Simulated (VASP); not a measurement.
# Mg9O8 (a cell with a defect) in VASP: relaxation of the atoms with LDA

Aim: the relaxation of the atoms of Mg9O8 (a cell with a defect) with LDA.

Everything below comes from runs of VASP 6.6.1. Logs are shortened: lines on timing, memory, paths and dates and some standing lists are left out, and cuts for length are marked.

### 1 The cell of the first run

The cell holds a defect, 17 atoms: a = 5.913 Å, b = 5.913 Å, c = 5.913 Å, α = 60.00°, β = 60.00°, γ = 60.00°.

### 2 Relaxation of the atoms, LDA

The input, INCAR:

```
SYSTEM = Mg9O8
ALGO = Normal
EDIFF = 1E-6
EDIFFG = -0.08
ENCUT = 520
IBRION = 2
ISIF = 2
ISMEAR = -1
LASPH = .True.
LCHARG = .False.
LREAL = Auto
LWAVE = .False.
NELM = 80
NSW = 45
PREC = Accurate
SIGMA = 0.02
```

The input, KPOINTS:

```
k-points
0
Gamma
  2 2 2
  0 0 0
```

The input, POSCAR:

```
Mg9O8
1.0
    0.0000000000      4.1810000000      4.1810000000
    4.1810000000      0.0000000000      4.1810000000
    4.1810000000      4.1810000000      0.0000000000
Mg O
9 8
Direct
    0.0000000000      0.0000000000      0.0000000000
    0.0000000000      0.0000000000      0.5000000000
    0.0000000000      0.5000000000      0.0000000000
    0.0000000000      0.5000000000      0.5000000000
    0.5000000000      0.0000000000      0.0000000000
    0.5000000000      0.0000000000      0.5000000000
    0.5000000000      0.5000000000      0.0000000000
    0.5000000000      0.5000000000      0.5000000000
    0.6239776000      0.6184242000      0.1281853000
    0.2500000000      0.2500000000      0.2500000000
    0.2500000000      0.2500000000      0.7500000000
    0.2500000000      0.7500000000      0.2500000000
    0.2500000000      0.7500000000      0.7500000000
    0.7500000000      0.2500000000      0.2500000000
    0.7500000000      0.2500000000      0.7500000000
    0.7500000000      0.7500000000      0.2500000000
    0.7500000000      0.7500000000      0.7500000000
```

Potentials or basis: VASP PAW LDA potentials, release 64 (Mg, O).

Run with:

```console
> cat potpaw_LDA.64/Mg/POTCAR potpaw_LDA.64/O/POTCAR > POTCAR
> mpirun -np 1 vasp_std > vasp.out
```

OUTCAR:

```text
SYSTEM = Mg9O8
   EDIFF = 1E-6
   EDIFFG = -0.08
   ENCUT = 520
   IBRION = 2
   ISIF = 2
   ISMEAR = -1
   LASPH = .True.
   LREAL = Auto
   NELM = 80
   NSW = 45
   PREC = Accurate

 ion  position               nearest neighbor table
   1  0.000  0.000  0.000-  11 2.09  12 2.09  13 2.09  14 2.09  15 2.09  16 2.09   2 2.96   3 2.96
                             5 2.96   2 2.96   4 2.96   6 2.96   3 2.96   4 2.96   7 2.96   5 2.96
   2  0.000  0.000  0.500-  10 2.09  12 2.09  13 2.09  14 2.09  15 2.09  17 2.09   1 2.96   4 2.96
                             6 2.96   1 2.96   3 2.96   5 2.96   3 2.96   4 2.96   8 2.96   5 2.96
   3  0.000  0.500  0.000-   9 1.82  10 2.09  11 2.09  13 2.09  14 2.09  16 2.09  17 2.09   4 2.96
                             7 2.96   1 2.96   2 2.96   4 2.96   8 2.96   1 2.96   2 2.96   5 2.96
   4  0.000  0.500  0.500-  10 2.09  11 2.09  12 2.09  15 2.09  16 2.09  17 2.09   2 2.96   3 2.96
                             8 2.96   1 2.96   3 2.96   7 2.96   1 2.96   2 2.96   6 2.96   6 2.96
   5  0.500  0.000  0.000-   9 1.84  10 2.09  11 2.09  12 2.09  15 2.09  16 2.09  17 2.09   6 2.96
                             7 2.96   1 2.96   2 2.96   6 2.96   8 2.96   3 2.96   7 2.96   8 2.96
   6  0.500  0.000  0.500-  10 2.09  11 2.09  13 2.09  14 2.09  16 2.09  17 2.09   2 2.96   5 2.96
                             8 2.96   1 2.96   5 2.96   7 2.96   4 2.96   7 2.96   8 2.96   1 2.96
   7  0.500  0.500  0.000-   9 1.79  10 2.09  12 2.09  13 2.09  14 2.09  15 2.09  17 2.09   5 2.96
                             8 2.96   3 2.96   4 2.96   6 2.96   8 2.96   1 2.96   5 2.96   6 2.96
   8  0.500  0.500  0.500-   9 1.80  11 2.09  12 2.09  13 2.09  14 2.09  15 2.09  16 2.09   6 2.96
                             7 2.96   4 2.96   3 2.96   5 2.96   7 2.96   2 2.96   5 2.96   6 2.96
   9  0.624  0.618  0.128-  14 1.78   7 1.79   8 1.80  12 1.81   3 1.82  17 1.83  16 1.83   5 1.84
                             6 3.43   1 3.44   2 3.44   4 3.45   4 3.47   1 3.47   4 3.47   2 3.47
  10  0.250  0.250  0.250-   2 2.09   3 2.09   4 2.09   5 2.09   6 2.09   7 2.09
  11  0.250  0.250  0.750-   1 2.09   3 2.09   4 2.09   5 2.09   6 2.09   8 2.09
  12  0.250  0.750  0.250-   9 1.81   2 2.09   4 2.09   5 2.09   7 2.09   8 2.09   1 2.09
  13  0.250  0.750  0.750-   1 2.09   2 2.09   3 2.09   6 2.09   7 2.09   8 2.09
  14  0.750  0.250  0.250-   9 1.78   2 2.09   3 2.09   6 2.09   7 2.09   8 2.09   1 2.09
  15  0.750  0.250  0.750-   1 2.09   2 2.09   4 2.09   5 2.09   7 2.09   8 2.09
  16  0.750  0.750  0.250-   9 1.83   3 2.09   4 2.09   5 2.09   6 2.09   8 2.09   1 2.09
  17  0.750  0.750  0.750-   9 1.83   3 2.09   4 2.09   5 2.09   6 2.09   7 2.09   2 2.09

 -----------------------------------------------------------------------------
|                                                                             |
|           W    W    AA    RRRRR   N    N  II  N    N   GGGG   !!!           |
|           W    W   A  A   R    R  NN   N  II  NN   N  G    G  !!!           |
|           W    W  A    A  R    R  N N  N  II  N N  N  G       !!!           |
|           W WW W  AAAAAA  RRRRR   N  N N  II  N  N N  G  GGG   !            |
|           WW  WW  A    A  R   R   N   NN  II  N   NN  G    G                |
|           W    W  A    A  R    R  N    N  II  N    N   GGGG   !!!           |
|                                                                             |
|     The distance between some ions is very small. Please check the          |
|     nearest-neighbor list in the OUTCAR file.                               |
|     I HOPE YOU KNOW WHAT YOU ARE DOING!                                     |
|                                                                             |
 -----------------------------------------------------------------------------

  LATTYP: Found a face centered cubic cell.
 ALAT       =     8.3620000000

  Lattice vectors:

 A1 = (   0.0000000000,   4.1810000000,   4.1810000000)
 A2 = (   4.1810000000,   0.0000000000,   4.1810000000)
 A3 = (   4.1810000000,   4.1810000000,   0.0000000000)

Analysis of symmetry for initial positions (statically):
=====================================================================
 Subroutine PRICEL returns:
 Original cell was already a primitive cell.

 Routine SETGRP: Setting up the symmetry group for a
 face centered cubic supercell.

 Subroutine GETGRP returns: Found  1 space group operations
 (whereof  1 operations were pure point group operations)
 out of a pool of 48 trial point group operations.

The static configuration has the point symmetry C_1 .

Analysis of symmetry for dynamics (positions and initial velocities):
=====================================================================
 Subroutine PRICEL returns:
 Original cell was already a primitive cell.

 Routine SETGRP: Setting up the symmetry group for a
 face centered cubic supercell.

 Subroutine GETGRP returns: Found  1 space group operations
 (whereof  1 operations were pure point group operations)
 out of a pool of 48 trial point group operations.

The dynamic configuration has the point symmetry C_1 .

 Subroutine INISYM returns: Found  1 space group operations
 (whereof  1 operations are pure point group operations),
 and found     1 'primitive' translations

[... 73 lines left out ...]

 Subroutine IBZKPT returns following result:
 ===========================================

 Found      8 irreducible k-points:

 Following reciprocal coordinates:
            Coordinates               Weight
  0.000000  0.000000  0.000000      1.000000
  0.500000  0.000000  0.000000      1.000000
  0.000000  0.500000  0.000000      1.000000
  0.000000  0.000000  0.500000      1.000000
  0.500000  0.500000  0.500000      1.000000
  0.500000  0.500000  0.000000      1.000000
  0.000000  0.500000  0.500000      1.000000
  0.500000  0.000000  0.500000      1.000000
   k-points           NKPTS =      8   k-points in BZ     NKDIM =      8   number of bands    NBANDS=     42
   number of dos      NEDOS =    301   number of ions     NIONS =     17
   total plane-waves  NPLWV = 110592
   dimension x,y,z NGX =    48 NGY =   48 NGZ =   48
   dimension x,y,z NGXF=    96 NGYF=   96 NGZF=   96
   ions per type =               9   8
   NGX,Y,Z   is equivalent  to a cutoff of  13.50, 13.50, 13.50 a.u.
   NGXF,Y,Z  is equivalent  to a cutoff of  26.99, 26.99, 26.99 a.u.
 SYSTEM =  Mg9O8
   PREC   = accura    normal or accurate (medium, high low for compatibility)
   ISTART =      0    job   : 0-new  1-cont  2-samecut
   ICHARG =      2    charge: 1-file 2-atom 10-const
   ISPIN  =      1    spin polarized calculation?
   LNONCOLLINEAR =      F non collinear calculations
   LSORBIT =      F    spin-orbit coupling
   LASPH  =      T    aspherical Exc in radial PAW
   ENCUT  =  520.0 eV  38.22 Ry    6.18 a.u.  10.99 10.99 10.99*2*pi/ulx,y,z
   NELM   =     80;   NELMIN=  2; NELMDL= -5     # of ELM steps
   EDIFF  = 0.1E-05   stopping-criterion for ELM
   LREAL  =      T    real-space projection
   EDIFFG = -.8E-01   stopping-criterion for IOM
   NSW    =     45    number of steps for IOM
   IBRION =      2    ionic relax: 0-MD 1-quasi-New 2-CG
   NFREE  =      1    steps in history (QN), initial steepest desc. (CG)
   ISIF   =      2    stress and relaxation
   ISYM   =      2    0-nonsym 1-usesym 2-fastsym
   POTIM  = 0.5000    time-step for ionic-motion
   TEBEG  =    0.0;   TEEND  =   0.0 temperature during run
   PSTRESS=    0.0 pullay stress
   NELECT =      66.0000    total number of electrons
   NUPDOWN=      -1.0000    fix difference up-down
   EMIN   =  10.00;   EMAX   =-10.00  energy-range for DOS
   EFERMI =   0.00;   METHOD = LEGACY
   ISMEAR =    -1;   SIGMA  =   0.02  broadening in eV -4-tet -1-fermi 0-gaus
   EFERMI_NEDOS =   21; number of points for ismear=-14 and -15
   IALGO  =     38    algorithm
   IMIX   =      4    mixing-type and parameters
     AMIX     =   0.40;   BMIX     =  1.00
     AMIX_MAG =   1.60;   BMIX_MAG =  1.00
  volume/ion in A,a.u.               =       8.60        58.03
  Fermi-wavevector in a.u.,A,eV,Ry     =   1.255932  2.373367 21.461342  1.577364
  Thomas-Fermi vector in A             =   2.389664
   LORBIT       =      0    0 simple, 1 ext, 2 COOP (PROOUT), +10 PAW based schemes
   GGA     = CA    functional components
   LHFCALC =     F    Hartree Fock is set to
   AEXX    =    0.0000 exact exchange contribution
   IVDW    =     0    specifies the selected vdW correction
   LEPSILON=     F    determine dielectric tensor
   LRPA    =     F    only Hartree local field effects (RPA)
 conjugate gradient relaxation of ions
 non-spin polarized calculation
  energy-cutoff  :      520.00
  volume of cell :      146.17
 maximum number of plane-waves:      3940
 NGX is ok and might be reduce to    48
   NGX = 21   NGY = 21   NGZ = 21

--------------------------------------- Ionic step        1  -------------------------------------------

 number of electron      66.0000021 magnetization

 Free energy of the ion-electron system (eV)
  ---------------------------------------------------
  ext. energy  EPLUGINS =         0.00000000
  ---------------------------------------------------
  free energy    TOTEN  =       -89.07509205 eV

  energy without entropy =      -89.06417797  energy(sigma->0) =      -89.06963501

------------------------ aborting loop because EDIFF is reached ----------------------------------------

  FORCE on cell =-STRESS in cart. coord.  units (eV):
  Direction    XX          YY          ZZ          XY          YZ          ZX
  --------------------------------------------------------------------------------------
  -------------------------------------------------------------------------------------
  Total       36.1070833     36.1169988     36.0386216      0.3934509      0.1596632     -0.0827571
  in kB      395.7605419    395.8692230    395.0101507      4.3125146      1.7500276     -0.9070792
  external PRESSURE =     395.5466385 kB  Pullay stress =       0.0000000 kB
[... 134 lines left out ...]
  FREE ENERGIE OF THE ION-ELECTRON SYSTEM (eV)
  ---------------------------------------------------
  free  energy   TOTEN  =       -94.8234437494 eV

  energy  without entropy=      -94.8070555172  energy(sigma->0) =      -94.81524963

[... ionic steps 4 to 7 ...]

--------------------------------------- Ionic step        8  -------------------------------------------

 number of electron      65.9999988 magnetization

------------------------ aborting loop because EDIFF is reached ----------------------------------------
[... 97 lines left out ...]
--------------------------------------- Ionic step       10  -------------------------------------------

 number of electron      66.0000004 magnetization

 Free energy of the ion-electron system (eV)
  ---------------------------------------------------
  ext. energy  EPLUGINS =         0.00000000
  ---------------------------------------------------
  free energy    TOTEN  =       -95.12533358 eV

  energy without entropy =      -95.11172762  energy(sigma->0) =      -95.11853060

 E-fermi :  10.2923     XC(G=0): -12.0265

 val. band max:       10.2825647521   @ k =   0.0000   0.0000   0.5000
 cond. band min:      10.2946649578   @ k =   0.5000   0.0000   0.0000
 fundamental gap:      0.0121002057
 Fermi energy:        10.2922818717

 k-point     1 :       0.0000    0.0000    0.0000
  band No.  band energies     occupation
      1     -13.6798      2.00000
      2     -12.2853      2.00000
      3     -12.2715      2.00000
      4     -12.2580      2.00000
      5     -12.2385      2.00000
      6     -11.9605      2.00000
[... 393 lines left out ...]
  FREE ENERGIE OF THE ION-ELECTRON SYSTEM (eV)
  ---------------------------------------------------
  free  energy   TOTEN  =       -95.1253335837 eV

  energy  without entropy=      -95.1117276153  energy(sigma->0) =      -95.11853060

 reached required accuracy - stopping structural energy minimisation
```

Run time: 4.4 min. Hardware: 1 thread of Intel Xeon 6975P-C (Granite Rapids), shared host; peak memory 0.27 GiB.

Results:

```
Free energy                  : -95.1253 eV
Energy gained by relaxing    : 355.9 meV/atom
Ionic steps                  : 10
Pressure after relaxing      : 35.3 GPa
Largest force after relaxing : 0.073 eV/Å
Band gap on the k mesh       : zero (bands 33 and 34 overlap by 0.44 eV)
```

Forces in eV/Å, atoms in the order of the input:
```
Mg   0.004 -0.002  0.010
Mg   0.003 -0.003  0.008
Mg   0.029 -0.032 -0.054
Mg  -0.007  0.009  0.000
Mg  -0.036  0.032 -0.046
Mg   0.010 -0.008  0.006
Mg   0.041  0.052  0.030
Mg  -0.052 -0.041  0.027
Mg  -0.023  0.015 -0.054
O    0.015  0.012 -0.008
O   -0.012 -0.014 -0.009
O    0.018 -0.014  0.021
O    0.012 -0.011  0.013
O   -0.009  0.013  0.006
O   -0.010  0.011  0.016
O    0.001 -0.018  0.015
O    0.018 -0.001  0.019
```

Step by step:
```tsv
step	energy change (eV)	largest force (eV/Å)	pressure (GPa)
1	0.0000	10.5510	39.55
2	-2.2833	9.3959	46.96
3	-5.7484	1.0239	38.07
4	-5.7477	1.0791	38.10
5	-5.9621	0.6083	36.38
6	-5.9914	0.7650	35.74
7	-6.0290	0.5433	35.18
8	-6.0311	0.3877	35.26
9	-6.0497	0.1044	35.26
10	-6.0502	0.0727	35.27
```

Final structure:
```
CELL_PARAMETERS angstrom
0.00000 4.18100 4.18100
4.18100 0.00000 4.18100
4.18100 4.18100 0.00000
ATOMIC_POSITIONS crystal
Mg 0.00082 0.00090 0.99750
Mg 0.00082 0.00089 0.50079
Mg 0.06545 0.47824 0.97816
Mg 0.00091 0.49738 0.50086
Mg 0.47876 0.06376 0.97875
Mg 0.49745 0.00094 0.50081
Mg 0.47757 0.47765 0.97754
Mg 0.47772 0.47779 0.56682
Mg 0.62458 0.62228 0.12630
O 0.24274 0.24200 0.27178
O 0.24283 0.24210 0.74341
O 0.24056 0.75452 0.25258
O 0.24197 0.77282 0.74252
O 0.75460 0.23840 0.25364
O 0.77220 0.24167 0.74298
O 0.75239 0.75342 0.25163
O 0.75262 0.75367 0.74211
```

Levels at points of the mesh, in eV from the Fermi level:
| k point | band 31 | band 32 | band 33 | band 34 | band 35 | band 36 |
| --- | --- | --- | --- | --- | --- | --- |
| (0.00, 0.00, 0.00) | -6.88 | -6.88 | -2.28 | -0.07 | 0.71 | 0.71 |
| (0.50, 0.00, 0.00) | -7.12 | -7.12 | -0.25 | 0.00 | 1.32 | 1.72 |
| (0.00, 0.50, 0.00) | -7.11 | -7.11 | -0.25 | 0.02 | 1.32 | 1.75 |
| (0.00, 0.00, 0.50) | -7.13 | -7.13 | -0.24 | -0.01 | 1.32 | 1.73 |
| (0.50, 0.50, 0.50) | -7.13 | -7.13 | -0.24 | -0.01 | 1.32 | 1.73 |
| (0.50, 0.50, 0.00) | -7.45 | -7.31 | 0.37 | 0.70 | 1.57 | 1.96 |
| (0.00, 0.50, 0.50) | -7.45 | -7.31 | 0.37 | 0.70 | 1.57 | 1.99 |
| (0.50, 0.00, 0.50) | -7.46 | -7.31 | 0.37 | 0.70 | 1.57 | 1.99 |

Caveat: the k points lie up to 0.65 Å⁻¹ apart; the relaxation stopped at a loose force limit of 0.08 eV/Å, so its end isn't a converged minimum.
